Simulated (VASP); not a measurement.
LuH2: relaxation of cell and atoms with PBEsol

The system is LuH2.

```
Lu H
1.0
     0.00000    2.51650    2.51650
     2.51650    0.00000    2.51650
     2.51650    2.51650    0.00000
Lu H
1 2
Direct
  0.00000 0.00000 0.00000
  0.25000 0.25000 0.25000
  0.75000 0.75000 0.75000
```

```json
{"Program": "VASP 6.6.1", "Task": "relaxation of cell and atoms", "Functional": "PBEsol", "Potentials or basis": "VASP PAW PBE potentials, release 64 (Lu, H)", "Cutoff": "600 eV", "k mesh": "11 × 11 × 11", "Occupations": "fermi-dirac, width 0.1 eV", "Spin": "no spin polarisation", "Target pressure": "20 GPa", "Dipole correction": "no", "Further INCAR settings": "ALGO = Normal; EDIFF = 1e-06; IBRION = 2; EDIFFG = -0.005; NSW = 80; ISIF = 3"}
```

```
Relaxed volume                                             : 8.76 Å³/atom
Relaxed cell                                               : a = 3.337 Å, b = 3.337 Å, c = 3.337 Å, α = 60.00°, β = 60.00°, γ = 60.00°
Space group after relaxing (to 0.1 Å)                      : Fm-3m (No. 225)
Energy change on relaxing (the run minimises the enthalpy) : +75.0 meV/atom
Ionic steps                                                : 18
Pressure after relaxing                                    : 20.1 GPa
Band gap on the k mesh                                     : zero (an odd number of electrons rules out a gap without spin polarisation)
```

The path:
| step | energy change (eV) | largest force (eV/Å) | pressure (GPa) | volume (Å³) |
| --- | --- | --- | --- | --- |
| 1 | 0.0000 | 0.0000 | -3.66 | 31.87 |
| 2 | 0.3907 | 0.0000 | 27.66 | 25.17 |
| 3 | 0.2288 | 0.0000 | 20.14 | 26.25 |
| 4 | 0.2157 | 0.0000 | 19.52 | 26.36 |
| 5 | 0.2159 | 0.0000 | 19.59 | 26.36 |
| 6 | 0.2165 | 0.0000 | 19.42 | 26.35 |
| 7 | 0.2165 | 0.0000 | 19.47 | 26.35 |
| 8 | 0.2165 | 0.0000 | 19.58 | 26.35 |
| 9 | 0.2166 | 0.0000 | 19.59 | 26.35 |
| 10 | 0.2166 | 0.0000 | 19.69 | 26.35 |
| 11 | 0.2167 | 0.0000 | 19.69 | 26.35 |
| 12 | 0.2169 | 0.0000 | 19.60 | 26.35 |
| 13 | 0.2173 | 0.0000 | 19.63 | 26.35 |
| 14 | 0.2182 | 0.0000 | 19.61 | 26.34 |
| 15 | 0.2199 | 0.0000 | 19.68 | 26.32 |
| 16 | 0.2233 | 0.0000 | 19.83 | 26.30 |
| 17 | 0.2302 | 0.0000 | 20.56 | 26.24 |
| 18 | 0.2249 | 0.0000 | 20.07 | 26.28 |

Final structure:
```
CELL_PARAMETERS angstrom
0.00000 2.35987 2.35987
2.35987 0.00000 2.35987
2.35987 2.35987 0.00000
ATOMIC_POSITIONS crystal
Lu 0.00000 0.00000 0.00000
H 0.25000 0.25000 0.25000
H 0.75000 0.75000 0.75000
```

Levels at points of the mesh, in eV from the Fermi level:
```csv
k point,band 9,band 10,band 11,band 12,band 13,band 14,band 15,band 16,band 17
"(0.00, 0.00, 0.00)",-4.36,-4.24,-4.24,-4.24,0.16,1.59,1.59,1.59,5.08
```

It took 4.5 min on 1 thread of AMD EPYC 7R43 64-Core Processor (Zen 3) (shared host), peak memory 0.18 GiB.

Caveat: the cell is relaxed towards a set pressure, so the run minimises the enthalpy, not the energy; the volume moved by over 15 % at a fixed basis, so the end points are rough; the PAW data sets were made with another functional, which shifts forces and pressure a little; spin-orbit coupling is left out, which moves the levels of the heavy elements.
